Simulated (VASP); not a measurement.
# CaO (Fm-3m) in VASP: further runs

Aim: see how the results for CaO move with the level of theory and the settings. Levels: PBE, PBEsol+D4. Tasks: relaxation of cell and atoms, single point.

Program: VASP 6.6.1. These are calculated values, not measurements. Logs are shortened: lines on timing, memory, paths and dates and some standing lists are left out, and cuts for length are marked.

## Step 1: The cell of the first run

The structure is cubic, space group Fm-3m (No. 225). The conventional cell has a = 4.807 Å, b = 4.807 Å, c = 4.807 Å, α = 90.00°, β = 90.00°, γ = 90.00°. Ca (site symmetry m-3m) has 6 O at 2.40 Å within 3.2 Å. Within 3.2 Å of O (site symmetry m-3m) lie 6 Ca at 2.40 Å.

## Step 2: Relaxation of cell and atoms, PBE

File INCAR:

```
ALGO     = Normal         # electronic algorithm
EDIFF    = 1E-6           # SCF threshold, eV
EDIFFG   = -0.005         # ionic threshold
ENCUT    = 600            # plane-wave cutoff, eV
GGA      = PE             # functional
IBRION   = 2              # ionic algorithm
ISIF     = 3              # what is computed and relaxed
ISMEAR   = -1             # smearing method
LASPH    = T              # aspherical terms in the spheres
LCHARG   = F              # write CHGCAR
LREAL    = F              # projectors in reciprocal space
LWAVE    = F              # write WAVECAR
NELM     = 100            # most SCF steps
NSW      = 80             # ionic steps
PREC     = Accurate       # precision mode
SIGMA    = 0.05           # smearing width, eV
```

File KPOINTS:

```
k-points
0
Gamma
  10 10 10
```

File POSCAR:

```
CaO
1.0
    0.0000000000      2.4035556960      2.4035556960
    2.4035556960      0.0000000000      2.4035556960
    2.4035556960      2.4035556960      0.0000000000
Ca O
1 1
Direct
    0.0000000000      0.0000000000      0.0000000000
    0.5000000000      0.5000000000      0.5000000000
```

Potentials or basis: VASP PAW PBE potentials, release 64 (Ca_sv, O).

On the command line:

```
cat potpaw_PBE.64/Ca_sv/POTCAR potpaw_PBE.64/O/POTCAR > POTCAR
mpirun -np 1 vasp_std > vasp.out
```

OUTCAR:

```text
EDIFF = 1E-6
   EDIFFG = -0.005
   ENCUT = 600
   GGA = PE
   IBRION = 2
   ISIF = 3
   ISMEAR = -1
   LASPH = T
   LREAL = F
   NELM = 100
   NSW = 80
   PREC = Accurate

 ion  position               nearest neighbor table
   1  0.000  0.000  0.000-   2 2.40   2 2.40   2 2.40   2 2.40   2 2.40   2 2.40
   2  0.500  0.500  0.500-   1 2.40   1 2.40   1 2.40   1 2.40   1 2.40   1 2.40

  LATTYP: Found a face centered cubic cell.
 ALAT       =     4.8071113920

  Lattice vectors:

 A1 = (   0.0000000000,   2.4035556960,   2.4035556960)
 A2 = (   2.4035556960,   0.0000000000,   2.4035556960)
 A3 = (   2.4035556960,   2.4035556960,   0.0000000000)

Analysis of symmetry for initial positions (statically):
=====================================================================
 Subroutine PRICEL returns:
 Original cell was already a primitive cell.

 Routine SETGRP: Setting up the symmetry group for a
 face centered cubic supercell.

 Subroutine GETGRP returns: Found 48 space group operations
 (whereof 48 operations were pure point group operations)
 out of a pool of 48 trial point group operations.

The static configuration has the point symmetry O_h .

Analysis of symmetry for dynamics (positions and initial velocities):
=====================================================================
 Subroutine PRICEL returns:
 Original cell was already a primitive cell.

 Routine SETGRP: Setting up the symmetry group for a
 face centered cubic supercell.

 Subroutine GETGRP returns: Found 48 space group operations
 (whereof 48 operations were pure point group operations)
 out of a pool of 48 trial point group operations.

The dynamic configuration has the point symmetry O_h .

 Subroutine INISYM returns: Found 48 space group operations
 (whereof 48 operations are pure point group operations),
 and found     1 'primitive' translations

----------------------------------------------------------------------------------------

                                     Primitive cell

  volume of cell :      27.7711

  direct lattice vectors                    reciprocal lattice vectors
     0.000000000  2.403555696  2.403555696    -0.208025136  0.208025136  0.208025136
     2.403555696  0.000000000  2.403555696     0.208025136 -0.208025136  0.208025136
     2.403555696  2.403555696  0.000000000     0.208025136  0.208025136 -0.208025136

  length of vectors
     3.399141063  3.399141063  3.399141063     0.360310104  0.360310104  0.360310104

  position of ions in fractional coordinates (direct lattice)
     0.000000000  0.000000000  0.000000000
     0.500000000  0.500000000  0.500000000

  ion indices of the primitive-cell ions
   primitive index   ion index
                 1           1
                 2           2

----------------------------------------------------------------------------------------

 KPOINTS: k-points

Automatic generation of k-mesh.
 Grid dimensions read from file:
 generate k-points for:   10   10   10

 Generating k-lattice:

  Cartesian coordinates                     Fractional coordinates (reciprocal lattice)
    -0.020802514  0.020802514  0.020802514     0.100000000  0.000000000  0.000000000
     0.020802514 -0.020802514  0.020802514     0.000000000  0.100000000  0.000000000
     0.020802514  0.020802514 -0.020802514     0.000000000  0.000000000  0.100000000

  Length of vectors
     0.036031010  0.036031010  0.036031010

  Shift w.r.t. Gamma in fractional coordinates (k-lattice)
     0.000000000  0.000000000  0.000000000

 Subroutine IBZKPT returns following result:
 ===========================================

 Found     47 irreducible k-points:

 Following reciprocal coordinates:
            Coordinates               Weight
  0.000000  0.000000  0.000000      1.000000
  0.100000  0.000000  0.000000      8.000000
  0.200000  0.000000  0.000000      8.000000
  0.300000  0.000000  0.000000      8.000000
  0.400000  0.000000  0.000000      8.000000
  0.500000  0.000000  0.000000      4.000000
[... 16 lines left out ...]
  0.300000  0.300000  0.000000      6.000000
  0.400000  0.300000  0.000000     24.000000
 [... further k-points ...]
   k-points           NKPTS =     47   k-points in BZ     NKDIM =     47   number of bands    NBANDS=     12
   number of dos      NEDOS =    301   number of ions     NIONS =      2
   total plane-waves  NPLWV =  21952
   dimension x,y,z NGX =    28 NGY =   28 NGZ =   28
   dimension x,y,z NGXF=    56 NGYF=   56 NGZF=   56
   ions per type =               1   1
   NGX,Y,Z   is equivalent  to a cutoff of  13.69, 13.69, 13.69 a.u.
   NGXF,Y,Z  is equivalent  to a cutoff of  27.39, 27.39, 27.39 a.u.
 SYSTEM =  unknown system
   PREC   = accura    normal or accurate (medium, high low for compatibility)
   ISTART =      0    job   : 0-new  1-cont  2-samecut
   ICHARG =      2    charge: 1-file 2-atom 10-const
   ISPIN  =      1    spin polarized calculation?
   LNONCOLLINEAR =      F non collinear calculations
   LSORBIT =      F    spin-orbit coupling
   LASPH  =      T    aspherical Exc in radial PAW
   ENCUT  =  600.0 eV  44.10 Ry    6.64 a.u.   6.79  6.79  6.79*2*pi/ulx,y,z
   NELM   =    100;   NELMIN=  2; NELMDL= -5     # of ELM steps
   EDIFF  = 0.1E-05   stopping-criterion for ELM
   LREAL  =      F    real-space projection
   EDIFFG = -.5E-02   stopping-criterion for IOM
   NSW    =     80    number of steps for IOM
   IBRION =      2    ionic relax: 0-MD 1-quasi-New 2-CG
   NFREE  =      1    steps in history (QN), initial steepest desc. (CG)
   ISIF   =      3    stress and relaxation
   ISYM   =      2    0-nonsym 1-usesym 2-fastsym
   POTIM  = 0.5000    time-step for ionic-motion
   TEBEG  =    0.0;   TEEND  =   0.0 temperature during run
   PSTRESS=    0.0 pullay stress
   NELECT =      16.0000    total number of electrons
   NUPDOWN=      -1.0000    fix difference up-down
   EMIN   =  10.00;   EMAX   =-10.00  energy-range for DOS
   EFERMI =   0.00;   METHOD = LEGACY
   ISMEAR =    -1;   SIGMA  =   0.05  broadening in eV -4-tet -1-fermi 0-gaus
   EFERMI_NEDOS =   21; number of points for ismear=-14 and -15
   IALGO  =     38    algorithm
   IMIX   =      4    mixing-type and parameters
     AMIX     =   0.40;   BMIX     =  1.00
     AMIX_MAG =   1.60;   BMIX_MAG =  1.00
  volume/ion in A,a.u.               =      13.89        93.70
  Fermi-wavevector in a.u.,A,eV,Ry     =   1.362231  2.574243 25.247954  1.855672
  Thomas-Fermi vector in A             =   2.488738
   LORBIT       =      0    0 simple, 1 ext, 2 COOP (PROOUT), +10 PAW based schemes
   GGA     = PE    functional components
   LHFCALC =     F    Hartree Fock is set to
   AEXX    =    0.0000 exact exchange contribution
   IVDW    =     0    specifies the selected vdW correction
   LEPSILON=     F    determine dielectric tensor
   LRPA    =     F    only Hartree local field effects (RPA)
 conjugate gradient relaxation of ions
 non-spin polarized calculation
  energy-cutoff  :      600.00
  volume of cell :       27.77
 maximum number of plane-waves:       941
   NGX = 13   NGY = 13   NGZ = 13

--------------------------------------- Ionic step        1  -------------------------------------------

 number of electron      15.9999997 magnetization

 Free energy of the ion-electron system (eV)
  ---------------------------------------------------
  ext. energy  EPLUGINS =         0.00000000
  ---------------------------------------------------
  free energy    TOTEN  =       -12.80368360 eV

  energy without entropy =      -12.80368360  energy(sigma->0) =      -12.80368360

------------------------ aborting loop because EDIFF is reached ----------------------------------------

  FORCE on cell =-STRESS in cart. coord.  units (eV):
  Direction    XX          YY          ZZ          XY          YZ          ZX
  --------------------------------------------------------------------------------------
  -------------------------------------------------------------------------------------
  Total        0.3608033      0.3608033      0.3608033      0.0000000     -0.0000000      0.0000000
  in kB       20.8155800     20.8155800     20.8155800      0.0000000     -0.0000000      0.0000000
  external PRESSURE =      20.8155800 kB  Pullay stress =       0.0000000 kB
[... 57 lines left out ...]
  energy  without entropy=      -12.8066885826  energy(sigma->0) =      -12.80668858

--------------------------------------- Ionic step        3  -------------------------------------------

 number of electron      16.0000000 magnetization

 Free energy of the ion-electron system (eV)
  ---------------------------------------------------
  ext. energy  EPLUGINS =         0.00000000
  ---------------------------------------------------
  free energy    TOTEN  =       -12.80712589 eV

  energy without entropy =      -12.80712589  energy(sigma->0) =      -12.80712589

 E-fermi :   3.2899     XC(G=0): -10.3804

 val. band max:        2.2382409957   @ k =   0.0000   0.0000   0.0000
 cond. band min:       5.8798514477   @ k =   0.5000   0.5000   0.0000
 fundamental gap:      3.6416104520
 Fermi energy:         3.2898856559

 k-point     1 :       0.0000    0.0000    0.0000
  band No.  band energies     occupation
      1     -35.4781      2.00000
      2     -16.2560      2.00000
      3     -16.2560      2.00000
      4     -16.2560      2.00000
      5     -13.2567      2.00000
      6       2.2382      2.00000
      7       2.2382      2.00000
      8       2.2382      2.00000
      9       6.7951      0.00000
     10       8.4161      0.00000
     11       8.4161      0.00000
     12       8.4161      0.00000
[... 331 lines left out ...]
 k-point    24 :       0.4000    0.3000    0.0000
  band No.  band energies     occupation
      1     -35.3794      2.00000
      2     -16.8518      2.00000
      3     -16.4421      2.00000
      4     -16.4171      2.00000
      5     -12.7653      2.00000
      6       0.5781      2.00000
      7       1.6895      2.00000
      8       1.7882      2.00000
      9       6.5350      0.00000
     10       9.7346      0.00000
     11      10.9040      0.00000
     12      10.9798      0.00000

 [... further k-points ...]

------------------------ aborting loop because EDIFF is reached ----------------------------------------

  FORCE on cell =-STRESS in cart. coord.  units (eV):
  Direction    XX          YY          ZZ          XY          YZ          ZX
  --------------------------------------------------------------------------------------
  -------------------------------------------------------------------------------------
  Total       -0.0002808     -0.0002808     -0.0002808      0.0000000      0.0000000     -0.0000000
  in kB       -0.0158907     -0.0158907     -0.0158907      0.0000000      0.0000000     -0.0000000
  external PRESSURE =      -0.0158907 kB  Pullay stress =       0.0000000 kB
[... 17 lines left out ...]
  FREE ENERGIE OF THE ION-ELECTRON SYSTEM (eV)
  ---------------------------------------------------
  free  energy   TOTEN  =       -12.8071258865 eV

  energy  without entropy=      -12.8071258865  energy(sigma->0) =      -12.80712589

 reached required accuracy - stopping structural energy minimisation
```

It took 70 s on 1 thread of AMD EPYC 7R43 (Zen 3), shared host; peak memory 0.14 GiB.

What came out:

* Free energy: -12.8071 eV
* Relaxed volume: 14.15 Å³/atom
* Relaxed cell: a = 3.421 Å, b = 3.421 Å, c = 3.421 Å, α = 60.00°, β = 60.00°, γ = 60.00°
* Space group after relaxing (to 0.05 Å): Fm-3m (No. 225)
* Energy gained by relaxing: 1.7 meV/atom
* Ionic steps: 3
* Pressure after relaxing: 0.0 GPa
* Band gap on the k mesh: 3.64 eV, indirect (least direct gap 4.02 eV)

Step by step:
```csv
step,energy change (eV),largest force (eV/Å),pressure (GPa),volume (Å³)
1,0.0000,0.0000,2.08,27.77
2,-0.0030,0.0000,-0.71,28.50
3,-0.0034,0.0000,0.00,28.31
```

Final structure:
```yaml
crystal:
  lattice:
    - [0.00000, 2.41894, 2.41894]
    - [2.41894, 0.00000, 2.41894]
    - [2.41894, 2.41894, 0.00000]
  atoms:
    - { symbol: Ca, position: [0.00000, 0.00000, 0.00000] }
    - { symbol: O, position: [0.50000, 0.50000, 0.50000] }
```

Levels at points of the mesh, in eV from the valence-band top:
```
           k point  band 4  band 5  band 6  band 7  band 8  band 9  band 10  band 11  band 12
(0.00, 0.00, 0.00)  -18.49  -15.49    0.00    0.00    0.00    4.56     6.18     6.18     6.18
(0.50, 0.00, 0.00)  -18.55  -14.38   -2.59   -1.16   -1.16    6.96     8.25     8.25     8.36
(0.50, 0.50, 0.00)  -18.71  -15.26   -1.31   -0.38   -0.38    3.64     7.90     8.78     9.40
```

A k mesh can miss the band edges. As with any semilocal functional, this PBE gap is likely too small.

## Step 3: Single point, PBEsol+D4

This run uses another cell than the first one, of 13.40 Å³/atom, 0.965 times its volume.

File INCAR:

```
SYSTEM = CaO
ALGO = Normal
EDIFF = 1E-6
ENCUT = 520
GGA = PS
ISIF = 2
ISMEAR = -1
IVDW = 13
LASPH = .True.
LCHARG = .True.
LELF = .True.
LREAL = .False.
LVHAR = .True.
LWAVE = .False.
NBANDS = 15
NELM = 100
PREC = Accurate
SIGMA = 0.05
```

File KPOINTS:

```
k-points
0
Gamma
  10 10 10
  0 0 0
```

File POSCAR:

```
CaO
1.0
    0.0000000000      2.3752884705      2.3752884705
    2.3752884705      0.0000000000      2.3752884705
    2.3752884705      2.3752884705      0.0000000000
Ca O
1 1
Direct
    0.0000000000      0.0000000000      0.0000000000
    0.5000000000      0.5000000000      0.5000000000
```

Potentials or basis: VASP PAW PBE potentials, release 64 (Ca_sv, O).

On the command line:

```
cat potpaw_PBE.64/Ca_sv/POTCAR potpaw_PBE.64/O/POTCAR > POTCAR
mpirun -np 1 vasp_std > vasp.out
```

Wall time 19 s (1 thread of AMD EPYC 7R13 (Zen 3), shared host); peak memory 0.14 GiB.

It converged, with:

```yaml
Free_energy: -13.6045 eV
Pressure: 0.6 GPa
Band_gap_on_the_k_mesh: 3.51 eV, indirect (least direct gap 3.88 eV)
Dispersion_energy_per_atom: -0.098 eV
```

Levels at points of the mesh, in eV from the valence-band top:
```
           k point  band 6  band 7  band 8  band 9  band 10  band 11
(0.00, 0.00, 0.00)    0.00    0.00    0.00    4.85     6.27     6.27
(0.50, 0.00, 0.00)   -2.78   -1.29   -1.29    7.18     8.57     8.57
(0.50, 0.50, 0.00)   -1.30   -0.37   -0.37    3.51     8.31     9.12
```

Caveat: the PAW data sets were made with another functional, which shifts forces and pressure a little. Expect the measured gap to be larger: semilocal functionals such as PBEsol lack the derivative discontinuity.

## Step 4: Single point, PBE

File INCAR:

```
SYSTEM = CaO
PREC     = Accurate       ! precision mode
ENCUT    = 520            ! plane-wave cutoff, eV
EDIFF    = 1E-6           ! SCF threshold, eV
ISMEAR   = 0              ! smearing method
SIGMA    = 0.023          ! smearing width, eV
LREAL    = .FALSE.        ! projectors in reciprocal space
LASPH    = .TRUE.         ! aspherical terms in the spheres
NELM     = 60             ! most SCF steps
ALGO     = Normal         ! electronic algorithm
ISIF     = 2              ! what is computed and relaxed
LWAVE    = .FALSE.        ! write WAVECAR
LCHARG   = .FALSE.        ! write CHGCAR
GGA      = PE             ! functional
NBANDS   = 15             ! bands
```

File KPOINTS:

```
Automatic mesh
0
G
  10 10 10
  0 0 0
```

File POSCAR:

```
CaO
1.0
    0.0000000000      2.4035556960      2.4035556960
    2.4035556960      0.0000000000      2.4035556960
    2.4035556960      2.4035556960      0.0000000000
Ca O
1 1
Direct
    0.0000000000      0.0000000000      0.0000000000
    0.5000000000      0.5000000000      0.5000000000
```

On the command line:

```
cat potpaw_PBE.64/Ca_sv/POTCAR potpaw_PBE.64/O/POTCAR > POTCAR
mpirun -np 1 vasp_std > vasp.out
```

Wall time 19 s (1 thread of AMD EPYC 7R13 (Zen 3), shared host); peak memory 0.14 GiB.

The run converged. Its results:

```
Free energy            : -12.8014 eV
Pressure               : 2.2 GPa
Band gap on the k mesh : 3.64 eV, indirect (least direct gap 4.01 eV)
```

Levels at points of the mesh, in eV from the valence-band top:
| k point | band 4 | band 5 | band 6 | band 7 | band 8 | band 9 | band 10 | band 11 | band 12 | band 13 |
| --- | --- | --- | --- | --- | --- | --- | --- | --- | --- | --- |
| (0.00, 0.00, 0.00) | -18.40 | -15.53 | 0.00 | 0.00 | 0.00 | 4.71 | 6.22 | 6.22 | 6.22 | 7.73 |
| (0.50, 0.00, 0.00) | -18.46 | -14.34 | -2.64 | -1.20 | -1.20 | 7.05 | 8.35 | 8.35 | 8.50 | 10.42 |
| (0.50, 0.50, 0.00) | -18.63 | -15.29 | -1.30 | -0.37 | -0.37 | 3.64 | 8.04 | 8.89 | 9.53 | 9.53 |

## Step 5: Single point, PBE

File INCAR:

```
PREC     = Accurate       # precision mode
ENCUT    = 520            # plane-wave cutoff, eV
EDIFF    = 1E-6           # SCF threshold, eV
ISMEAR   = 0              # smearing method
SIGMA    = 0.015          # smearing width, eV
LREAL    = F              # projectors in reciprocal space
LASPH    = T              # aspherical terms in the spheres
NELM     = 60             # most SCF steps
ALGO     = Normal         # electronic algorithm
ISIF     = 2              # what is computed and relaxed
LWAVE    = F              # write WAVECAR
LCHARG   = F              # write CHGCAR
GGA      = PE             # functional
NBANDS   = 15             # bands
```

File KPOINTS:

```
regular mesh
0
Gamma
  10 10 10
```

POSCAR is that of step 4.

On the command line:

```
cat potpaw_PBE.64/Ca_sv/POTCAR potpaw_PBE.64/O/POTCAR > POTCAR
mpirun -np 1 vasp_std > vasp.out
```

Wall time 19 s (1 thread of AMD EPYC 7R13 (Zen 3), shared host); peak memory 0.14 GiB.

Results (log left out):

```yaml
Free_energy: -12.8014 eV
Pressure: 2.2 GPa
Band_gap_on_the_k_mesh: 3.64 eV, indirect (least direct gap 4.01 eV)
```

Levels at points of the mesh, in eV from the valence-band top:
| k point | band 6 | band 7 | band 8 | band 9 | band 10 | band 11 |
| --- | --- | --- | --- | --- | --- | --- |
| (0.00, 0.00, 0.00) | 0.00 | 0.00 | 0.00 | 4.71 | 6.22 | 6.22 |
| (0.50, 0.00, 0.00) | -2.64 | -1.20 | -1.20 | 7.05 | 8.35 | 8.35 |
| (0.50, 0.50, 0.00) | -1.30 | -0.37 | -0.37 | 3.64 | 8.04 | 8.89 |

## Step 6: Summary

| task | level | cell | cutoff (eV) | smearing | gap on the mesh (eV) | pressure (GPa) |
| --- | --- | --- | --- | --- | --- | --- |
| relaxation of cell and atoms | PBE | relaxed from a = 3.399 Å, angles 60.0°, 2 atoms | 600 | fermi-dirac 0.05 eV | 3.64 | 0.0 |
| single point | PBEsol+D4 | a = 3.359 Å, angles 60.0°, 2 atoms | 520 | fermi-dirac 0.05 eV | 3.51 | 0.6 |
| single point | PBE | a = 3.399 Å, angles 60.0°, 2 atoms | 520 | gaussian 0.023 eV | 3.64 | 2.2 |
| single point | PBE | a = 3.399 Å, angles 60.0°, 2 atoms | 520 | gaussian 0.015 eV | 3.64 | 2.2 |

Alike in all rows: potentials or basis VASP PAW PBE potentials, release 64 (Ca_sv, O); no spin polarisation; k mesh 10 × 10 × 10.

Caveats: the PAW data sets were made with another functional, which shifts forces and pressure a little (some runs).

Total energies depend on the potentials used, so only differences within one code and one set of settings carry meaning.
